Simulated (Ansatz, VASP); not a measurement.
# One calculation of Ta4S4Br, two programs

```
CELL_PARAMETERS angstrom
3.58159 0.00000 0.00000
-1.79080 3.10175 0.00000
0.00000 0.00000 14.43385
ATOMIC_POSITIONS crystal
Ta 0.00000 0.00000 0.81074
Ta 0.00000 0.00000 0.18926
Ta 0.33333 0.66667 0.38478
Ta 0.66667 0.33333 0.61522
S 0.33333 0.66667 0.71298
S 0.66667 0.33333 0.90850
S 0.33333 0.66667 0.09150
S 0.66667 0.33333 0.28702
Br 0.00000 0.00000 0.50000
```

Alike in both runs: task single point; functional PBE; dispersion D3(BJ); k mesh 6 × 6 × 2; occupations gaussian, width 0.1 eV; no spin polarisation.

```csv
,VASP,Ansatz
version,VASP 6.6.1,Ansatz 0.2.0
potentials or method,"VASP PAW PBE potentials, release 64 (Ta_pv, S, Br), cutoff 520 eV","scalar-relativistic, plane waves, PAW"
valence electrons in the cell,75,83
```

|  | VASP | Ansatz | Ansatz less VASP |
| --- | --- | --- | --- |
| gap on the k mesh at the Fermi level (eV) | none | none | - |
| pressure (GPa) | -3.5 | -3.7 | -0.15 |
| traceless stress, the component that is largest in VASP (GPa) | 1.51 | 1.49 | -0.018 |
| rms of the force components (eV/Å) | 0.994 | 0.994 | 0.0000 |

Atom by atom the forces differ by 0.005 eV/Å (rms over components). A gap of «none» marks a metal or a gap that the smearing closes. VASP's potentials hold 75 valence electrons a cell and Ansatz's 83, so a difference there can come from the potentials and not from the codes.

Spin-orbit coupling is off throughout.
